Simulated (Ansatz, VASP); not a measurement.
One calculation of ZrB, two programs

```
Zr B
1.0
     0.00000    2.38331    2.38331
     2.38331    0.00000    2.38331
     2.38331    2.38331    0.00000
Zr B
1 1
Direct
  0.50000 0.50000 0.50000
  0.00000 0.00000 0.00000
```

Alike in both runs: task single point; functional LDA; k mesh 8 × 8 × 8; occupations gaussian, width 0.05 eV; no spin polarisation.

```csv
,VASP,Ansatz
version,VASP 6.6.1,Ansatz 0.2.0
potentials or method,"VASP PAW LDA potentials, release 64 (Zr_sv, B), cutoff 500 eV","scalar-relativistic, plane waves, PAW"
valence electrons in the cell,15,15
```

|  | VASP | Ansatz | Ansatz less VASP |
| --- | --- | --- | --- |
| gap on the k mesh at the Fermi level (eV) | none | none | - |
| pressure (GPa) | 8.2 | 7.8 | -0.41 |

LDA's correlation is that of Perdew and Zunger in VASP and of Perdew and Wang (1992) in Ansatz. A gap of «none» marks a metal or a gap that the smearing closes.
